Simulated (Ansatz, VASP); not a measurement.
**BaS: VASP beside Ansatz**

File INCAR:

```
SYSTEM = BaS
PREC     = Accurate       ! precision mode
ENCUT    = 520            ! plane-wave cutoff, eV
EDIFF    = 1E-7           ! SCF threshold, eV
ISMEAR   = -1             ! smearing method
SIGMA    = 0.02           ! smearing width, eV
LREAL    = .FALSE.        ! projectors in reciprocal space
LASPH    = .TRUE.         ! aspherical terms in the spheres
NELM     = 100            ! most SCF steps
ALGO     = Normal         ! electronic algorithm
ISIF     = 2              ! what is computed and relaxed
LWAVE    = .FALSE.        ! write WAVECAR
LCHARG   = .FALSE.        ! write CHGCAR
GGA      = PE             ! functional
NBANDS   = 15             ! bands
```

KPOINTS

```
Automatic mesh
0
G
  8 8 8
  0 0 0
```

Contents of POSCAR:

```
BaS
1.0
    0.0000000000      3.2117958739      3.2117958739
    3.2236795187      0.0000000000      3.2117958739
    3.2236795187      3.2117958739      0.0000000000
Ba S
1 1
Direct
    0.0000000000      0.0000000000      0.0000000000
    0.5000000000      0.5000000000      0.5000000000
```

Input for Ansatz:

```yaml
crystal:
  lattice:
    - [0.0, 3.2117958739, 3.2117958739]
    - [3.2236795187, 0.0, 3.2117958739]
    - [3.2236795187, 3.2117958739, 0.0]
  atoms:
    - { symbol: Ba, position: [0.0, 0.0, 0.0] }
    - { symbol: S, position: [0.5, 0.5, 0.5] }
kpoints:
  mp_grid: { grid: [8, 8, 8] }
  band_path:
    path:
      - [0.0, 0.0, 0.0]
      - [0.5, 0.0, 0.5]
      - [0.625, 0.25, 0.625]
      - [0.375, 0.375, 0.75]
      - [0.5, 0.5, 0.5]
      - [0.5, 0.25, 0.75]
    npoints: 1
hamiltonian:
  xc: pbe
scf:
  occupations: { method: fermi_dirac, width: 0.02 }
  n_extra_bands: 4
output:
  forces: true
  stress: true
  eigenvalues: true
```

Change from the starting cell: uniaxial_x strain +0.4%.

Alike in both runs: task single point; functional PBE; k mesh 8 × 8 × 8; occupations fermi-dirac, width 0.02 eV; no spin polarisation.

|  | VASP | Ansatz |
| --- | --- | --- |
| version | VASP 6.6.1 | Ansatz 0.2.0 |
| potentials or method | VASP PAW PBE potentials, release 64 (Ba_sv, S) | plane waves, PAW |
| plane-wave cutoff (eV) | 520 | 420 |
| valence electrons in the cell | 16 | 16 |

```csv
,VASP,Ansatz,Ansatz less VASP
gap on the k mesh at the Fermi level (eV),2.14,2.23,+0.095
pressure (GPa),0.5,-0.1,-0.55
"traceless stress, the component that is largest in VASP (GPa)",-0.19,-0.17,+0.018
```

Spin-orbit coupling is off throughout.
